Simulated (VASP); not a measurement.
# CoCl2 (P-3m1) in VASP: single point with LDA

Aim: the single point of CoCl2 with LDA.

Program: VASP 6.6.1. These are calculated values, not measurements. Logs are shortened: lines on timing, memory, paths and dates and some standing lists are left out, and cuts for length are marked.

## Step 1: The cell of the first run

Symmetry: P-3m1, No. 164, trigonal system. The conventional cell has a = 3.357 Å, b = 3.357 Å, c = 5.612 Å, α = 90.00°, β = 90.00°, γ = 120.00°. Within 3.1 Å of Co (site symmetry -3m) lie 6 Cl at 2.35 Å. Within 3.1 Å of Cl (site symmetry 3m) lie 3 Co at 2.35 Å.

## Step 2: Single point, LDA, collinear spin, ferromagnetic start

File INCAR:

```
PREC = Accurate
ENCUT = 520
EDIFF = 1E-6
ISMEAR = 0
SIGMA = 0.02
LREAL = False
LASPH = True
NELM = 150
ALGO = Normal
ISIF = 2
LWAVE = False
LCHARG = True
ISPIN = 2
MAGMOM = 2.75 0.2 0.2
LORBIT = 11
LMAXMIX = 4
LELF = True
LVHAR = True
NBANDS = 22
```

File KPOINTS:

```
regular mesh
0
Gamma
  12 12 6
```

File POSCAR:

```
CoCl2
1.0
    3.3568015479      0.0000000000      0.0000000000
   -1.6784007740      2.9070754160      0.0000000000
    0.0000000000      0.0000000000      5.6120903155
Co Cl
1 2
Direct
    0.0000000000      0.0000000000      0.0000000000
    0.6666666667      0.3333333333      0.7627564834
    0.3333333333      0.6666666667      0.2372435166
```

Potentials or basis: VASP PAW LDA potentials, release 64 (Co, Cl).

The run is started by

```
> cat potpaw_LDA.64/Co/POTCAR potpaw_LDA.64/Cl/POTCAR > POTCAR
> mpirun -np 1 vasp_std > vasp.out
```

OUTCAR:

```text
PREC = Accurate
   ENCUT = 520
   EDIFF = 1E-6
   ISMEAR = 0
   LREAL = False
   LASPH = True
   NELM = 150
   ISIF = 2
   ISPIN = 2
   LORBIT = 11

 ion  position               nearest neighbor table
   1  0.000  0.000  0.000-   2 2.35   3 2.35   2 2.35   3 2.35   2 2.35   3 2.35
   2  0.667  0.333  0.763-   1 2.35   1 2.35   1 2.35
   3  0.333  0.667  0.237-   1 2.35   1 2.35   1 2.35

  LATTYP: Found a hexagonal cell.
 ALAT       =     3.3568015479
 C/A-ratio  =     1.6718564489

  Lattice vectors:

 A1 = (   3.3568015479,   0.0000000000,   0.0000000000)
 A2 = (  -1.6784007740,   2.9070754160,   0.0000000000)
 A3 = (   0.0000000000,   0.0000000000,   5.6120903155)

Analysis of symmetry for initial positions (statically):
=====================================================================
 Subroutine PRICEL returns:
 Original cell was already a primitive cell.

 Routine SETGRP: Setting up the symmetry group for a
 hexagonal supercell.

 Subroutine GETGRP returns: Found 12 space group operations
 (whereof 12 operations were pure point group operations)
 out of a pool of 24 trial point group operations.

The static configuration has the point symmetry D_3d.

Analysis of symmetry for dynamics (positions and initial velocities):
=====================================================================
 Subroutine PRICEL returns:
 Original cell was already a primitive cell.

 Routine SETGRP: Setting up the symmetry group for a
 hexagonal supercell.

 Subroutine GETGRP returns: Found 12 space group operations
 (whereof 12 operations were pure point group operations)
 out of a pool of 24 trial point group operations.

The dynamic configuration has the point symmetry D_3d.

Analysis of structural, dynamic, and magnetic symmetry:
=====================================================================
 Subroutine PRICEL returns:
 Original cell was already a primitive cell.

 Routine SETGRP: Setting up the symmetry group for a
 hexagonal supercell.

 Subroutine GETGRP returns: Found 12 space group operations
 (whereof 12 operations were pure point group operations)
 out of a pool of 24 trial point group operations.

The overall configuration has the point symmetry D_3d.

 Subroutine INISYM returns: Found 12 space group operations
 (whereof 12 operations are pure point group operations),
 and found     1 'primitive' translations

----------------------------------------------------------------------------------------

                                     Primitive cell

  volume of cell :      54.7654

  direct lattice vectors                    reciprocal lattice vectors
     3.356801548  0.000000000  0.000000000     0.297902627  0.171994162  0.000000000
    -1.678400774  2.907075416  0.000000000     0.000000000  0.343988324  0.000000000
     0.000000000  0.000000000  5.612090315     0.000000000  0.000000000  0.178186726

  length of vectors
     3.356801548  3.356801548  5.612090315     0.343988324  0.343988324  0.178186726

  position of ions in fractional coordinates (direct lattice)
     0.000000000  0.000000000  0.000000000
     0.666666667  0.333333333  0.762756483
     0.333333333  0.666666667  0.237243517

  ion indices of the primitive-cell ions
   primitive index   ion index
                 1           1
                 2           2
                 3           3

----------------------------------------------------------------------------------------

 KPOINTS: regular mesh

Automatic generation of k-mesh.
 Grid dimensions read from file:
 generate k-points for:   12   12    6

 Generating k-lattice:

  Cartesian coordinates                     Fractional coordinates (reciprocal lattice)
     0.024825219  0.014332847  0.000000000     0.083333333  0.000000000  0.000000000
     0.000000000  0.028665694  0.000000000     0.000000000  0.083333333  0.000000000
     0.000000000  0.000000000  0.029697788     0.000000000  0.000000000  0.166666667

  Length of vectors
     0.028665694  0.028665694  0.029697788

  Shift w.r.t. Gamma in fractional coordinates (k-lattice)
     0.000000000  0.000000000  0.000000000

 Subroutine IBZKPT returns following result:
 ===========================================

 Found    100 irreducible k-points:

 Following reciprocal coordinates:
            Coordinates               Weight
  0.000000  0.000000  0.000000      1.000000
  0.083333  0.000000  0.000000      6.000000
  0.166667  0.000000  0.000000      6.000000
  0.250000  0.000000  0.000000      6.000000
  0.333333  0.000000  0.000000      6.000000
  0.416667  0.000000  0.000000      6.000000
[... 16 lines left out ...]
  0.166667  0.000000  0.166667      6.000000
  0.000000  0.166667  0.166667      6.000000
 [... further k-points ...]
   k-points           NKPTS =    100   k-points in BZ     NKDIM =    100   number of bands    NBANDS=     22
   number of dos      NEDOS =    301   number of ions     NIONS =      3
   total plane-waves  NPLWV =  32928
   dimension x,y,z NGX =    28 NGY =   28 NGZ =   42
   dimension x,y,z NGXF=    56 NGYF=   56 NGZF=   84
   ions per type =               1   2
   NGX,Y,Z   is equivalent  to a cutoff of  13.87, 13.87, 12.44 a.u.
   NGXF,Y,Z  is equivalent  to a cutoff of  27.73, 27.73, 24.88 a.u.
 SYSTEM =  unknown system
   PREC   = accura    normal or accurate (medium, high low for compatibility)
   ISTART =      0    job   : 0-new  1-cont  2-samecut
   ICHARG =      2    charge: 1-file 2-atom 10-const
   ISPIN  =      2    spin polarized calculation?
   LNONCOLLINEAR =      F non collinear calculations
   LSORBIT =      F    spin-orbit coupling
   LASPH  =      T    aspherical Exc in radial PAW
   ENCUT  =  520.0 eV  38.22 Ry    6.18 a.u.   6.24  6.24 10.43*2*pi/ulx,y,z
   NELM   =    150;   NELMIN=  2; NELMDL= -5     # of ELM steps
   EDIFF  = 0.1E-05   stopping-criterion for ELM
   LREAL  =      F    real-space projection
   EDIFFG = 0.1E-04   stopping-criterion for IOM
   NSW    =      0    number of steps for IOM
   IBRION =     -1    ionic relax: 0-MD 1-quasi-New 2-CG
   NFREE  =      0    steps in history (QN), initial steepest desc. (CG)
   ISIF   =      2    stress and relaxation
   ISYM   =      2    0-nonsym 1-usesym 2-fastsym
   POTIM  = 0.5000    time-step for ionic-motion
   TEBEG  =    0.0;   TEEND  =   0.0 temperature during run
   PSTRESS=    0.0 pullay stress
   NELECT =      23.0000    total number of electrons
   NUPDOWN=      -1.0000    fix difference up-down
   EMIN   =  10.00;   EMAX   =-10.00  energy-range for DOS
   EFERMI =   0.00;   METHOD = LEGACY
   ISMEAR =     0;   SIGMA  =   0.02  broadening in eV -4-tet -1-fermi 0-gaus
   EFERMI_NEDOS =   21; number of points for ismear=-14 and -15
   IALGO  =     38    algorithm
   IMIX   =      4    mixing-type and parameters
     AMIX     =   0.40;   BMIX     =  1.00
     AMIX_MAG =   1.60;   BMIX_MAG =  1.00
  volume/ion in A,a.u.               =      18.26       123.19
  Fermi-wavevector in a.u.,A,eV,Ry     =   1.225976  2.316758 20.449784  1.503017
  Thomas-Fermi vector in A             =   2.360994
   LORBIT       =     11    0 simple, 1 ext, 2 COOP (PROOUT), +10 PAW based schemes
   GGA     = CA    functional components
   LHFCALC =     F    Hartree Fock is set to
   AEXX    =    0.0000 exact exchange contribution
   IVDW    =     0    specifies the selected vdW correction
   LEPSILON=     F    determine dielectric tensor
   LRPA    =     F    only Hartree local field effects (RPA)
 spin polarized calculation
 Gauss-broadening in eV      SIGMA  =   0.02
  energy-cutoff  :      520.00
  volume of cell :       54.77
 maximum number of plane-waves:      1497
 NGX is ok and might be reduce to    28
   NGX = 13   NGY = 13   NGZ = 21

 number of electron      22.9999997 magnetization       2.9967888

 Free energy of the ion-electron system (eV)
  ---------------------------------------------------
  ext. energy  EPLUGINS =         0.00000000
  ---------------------------------------------------
  free energy    TOTEN  =       -14.07541779 eV

  energy without entropy =      -14.07397873  energy(sigma->0) =      -14.07469826

 E-fermi :   4.2460     XC(G=0): -10.3888

 val. band max:        4.2438400257   @ k =   0.2500   0.1667   0.0000
 cond. band min:       4.2477321105   @ k =   0.3333   0.2500   0.5000
 fundamental gap:      0.0038920848
 Fermi energy:         4.2460455217

 spin component 1

 k-point     1 :       0.0000    0.0000    0.0000
  band No.  band energies     occupation
      1     -12.3950      1.00000
      2     -11.1402      1.00000
      3      -2.2502      1.00000
      4      -0.4154      1.00000
      5      -0.4154      1.00000
      6       1.8331      1.00000
[... 14 lines left out ...]
     21      16.2769      0.00000
     22      17.8158      0.00000
[... 552 lines left out ...]
  band No.  band energies     occupation
      1     -12.1158      1.00000
      2     -11.1112      1.00000
      3      -1.8019      1.00000
      4      -0.6990      1.00000
      5      -0.3720      1.00000
      6       0.5085      1.00000
[... 14 lines left out ...]
     21      16.0192      0.00000
     22      17.0363      0.00000

 [... further k-points ...]

 spin component 2

 k-point     1 :       0.0000    0.0000    0.0000
  band No.  band energies     occupation
      1     -12.1326      1.00000
      2     -10.8722      1.00000
      3      -1.9046      1.00000
      4       0.6561      1.00000
      5       0.6561      1.00000
      6       2.5000      1.00000
[... 14 lines left out ...]
     21      16.6741      0.00000
     22      18.2542      0.00000
[... 552 lines left out ...]
  band No.  band energies     occupation
      1     -11.8516      1.00000
      2     -10.8386      1.00000
      3      -1.4432      1.00000
      4       0.1152      1.00000
      5       0.6569      1.00000
      6       0.9992      1.00000
[... 14 lines left out ...]
     21      16.3523      0.00000
     22      17.3626      0.00000

 [... further k-points ...]
[... 5 lines left out ...]
  --------------------------------------------------------------------------------------
  -------------------------------------------------------------------------------------
  Total       -0.0617880     -0.0617880     -0.0561313      0.0000000      0.0000000      0.0000000
  in kB       -1.8076250     -1.8076250     -1.6421354      0.0000000      0.0000000      0.0000000
  external PRESSURE =      -1.7524618 kB  Pullay stress =       0.0000000 kB

 VOLUME and BASIS-vectors are now :
 -----------------------------------------------------------------------------
  energy-cutoff  :      520.00
  volume of cell :       54.77
      direct lattice vectors                 reciprocal lattice vectors
     3.356801548  0.000000000  0.000000000     0.297902627  0.171994162  0.000000000
    -1.678400774  2.907075416  0.000000000     0.000000000  0.343988324  0.000000000
     0.000000000  0.000000000  5.612090315     0.000000000  0.000000000  0.178186726

 POSITION                                       TOTAL-FORCE (eV/Angst)
 -----------------------------------------------------------------------------------
      0.00000      0.00000      0.00000        -0.000000      0.000000      0.000000
      1.67840      0.96903      4.28066         0.000000      0.000000      0.009512
     -0.00000      1.93805      1.33143        -0.000000     -0.000000     -0.009512
 -----------------------------------------------------------------------------------
    total drift:                                0.000000     -0.000000      0.000000

  FREE ENERGIE OF THE ION-ELECTRON SYSTEM (eV)
  ---------------------------------------------------
  free  energy   TOTEN  =       -14.0754177879 eV

  energy  without entropy=      -14.0739787330  energy(sigma->0) =      -14.07469826

 total charge

# of ion       s       p       d       tot
------------------------------------------
    1        0.334   0.402   7.209   7.945
    2        1.601   3.486   0.000   5.086
    3        1.601   3.486   0.000   5.086
--------------------------------------------------
tot          3.535   7.374   7.209  18.117

 magnetization (x)

# of ion       s       p       d       tot
------------------------------------------
    1        0.010   0.010   2.377   2.397
    2        0.011   0.209   0.000   0.220
    3        0.011   0.209   0.000   0.220
--------------------------------------------------
tot          0.032   0.428   2.377   2.836
```

It took 4 min on 1 thread of Intel Xeon Platinum 8375C at 2.90GHz (Ice Lake), shared host; peak memory 0.29 GiB.

Results:

```
Free energy                                           : -14.0754 eV
Pressure                                              : -0.2 GPa
Largest force                                         : 0.010 eV/Å
Band gap on the k mesh                                : zero (filled and empty bands overlap)
Net moment                                            : 3.00 μB per cell
Site moments                                          : Co +2.40; Cl +0.22 μB
Valence electrons inside the program's atomic spheres : Co 7.95; Cl 5.09
```

Forces in eV/Å, atoms in the order of the input:
```
Co   0.000  0.000  0.000
Cl   0.000  0.000  0.010
Cl   0.000  0.000 -0.010
```

Caveat: a cell with one magnetic atom can't hold antiferromagnetic order, which such compounds often take; semilocal functionals often make such compounds metallic where correlation or magnetic order opens a gap, which also shifts bond lengths.
